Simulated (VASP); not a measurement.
Write the native input for VASP 6.6.1 that does the following.

```yaml
Task: single point
Functional: r2SCAN
Potentials_or_basis: VASP PAW PBE potentials, release 64 (K_sv, Br)
Cutoff: 520 eV
k_mesh: 6 × 6 × 6
Occupations: gaussian, width 0.01 eV
Spin: no spin polarisation
Dipole_correction: no
Further_INCAR_settings: ALGO = Normal; EDIFF = 1e-06; NBANDS = 15
```

KBr:

```xyz
2
Lattice="0.0495 3.3022 3.3022 3.3022 0.0495 3.3022 3.3518 3.3518 0.0000" Properties=species:S:1:pos:R:3 pbc="T T T"
K     0.0000    0.0000    0.0000
Br    3.3518    3.3518    3.3022
```

This cell differs from its parent crystal: shear xy strain +3.0%.

These files were run (other wordings do the same):

POSCAR

```
KBr
1.0
    0.0495337175      3.3022478341      3.3022478341
    3.3022478341      0.0495337175      3.3022478341
    3.3517815516      3.3517815516      0.0000000000
K Br
1 1
Direct
    0.0000000000      0.0000000000      0.0000000000
    0.5000000000      0.5000000000      0.5000000000
```

INCAR.step1

```
PREC     = Accurate       # precision mode
ENCUT    = 520            # plane-wave cutoff, eV
ISMEAR   = 0              # smearing method
SIGMA    = 0.01           # smearing width, eV
LREAL    = False          # projectors in reciprocal space
LASPH    = True           # aspherical terms in the spheres
NELM     = 100            # most SCF steps
NBANDS   = 15             # bands
GGA      = PE             # functional
ALGO     = Normal         # electronic algorithm
EDIFF    = 1E-4           # SCF threshold, eV
LWAVE    = True           # write WAVECAR
LCHARG   = False          # write CHGCAR
```

INCAR.step2

```
PREC     = Accurate       # precision mode
ENCUT    = 520            # plane-wave cutoff, eV
EDIFF    = 1E-6           # SCF threshold, eV
ISMEAR   = 0              # smearing method
SIGMA    = 0.01           # smearing width, eV
LREAL    = False          # projectors in reciprocal space
LASPH    = True           # aspherical terms in the spheres
NELM     = 100            # most SCF steps
ALGO     = Normal         # electronic algorithm
ISIF     = 2              # what is computed and relaxed
LWAVE    = False          # write WAVECAR
LCHARG   = True           # write CHGCAR
METAGGA  = R2SCAN         # meta-GGA
LMIXTAU  = True         
LELF     = True           # ELF
LVHAR    = True         
NBANDS   = 15             # bands
ISTART   = 1
```

KPOINTS

```
regular mesh
0
Gamma
  6 6 6
```

Potentials or basis: VASP PAW PBE potentials, release 64 (K_sv, Br).

Launch:

```console
$ cat potpaw_PBE.64/K_sv/POTCAR potpaw_PBE.64/Br/POTCAR > POTCAR
$ cp INCAR.step1 INCAR
$ mpirun -np 1 vasp_std > vasp.out
$ cp INCAR.step2 INCAR
$ mpirun -np 1 vasp_std > vasp.out
```

It gave:

```json
{
 "Pressure": "0.0 GPa",
 "Band gap on the k mesh": "5.04 eV"
}
```

Caveat: the cell differs from its parent crystal (shear xy strain +3.0%); the PAW data sets were made with another functional, which shifts forces and pressure a little.

Wall time 77 s on 1 thread of Intel(R) Xeon(R) 6975P-C (Granite Rapids), with other jobs on the host, peak memory 0.23 GiB.
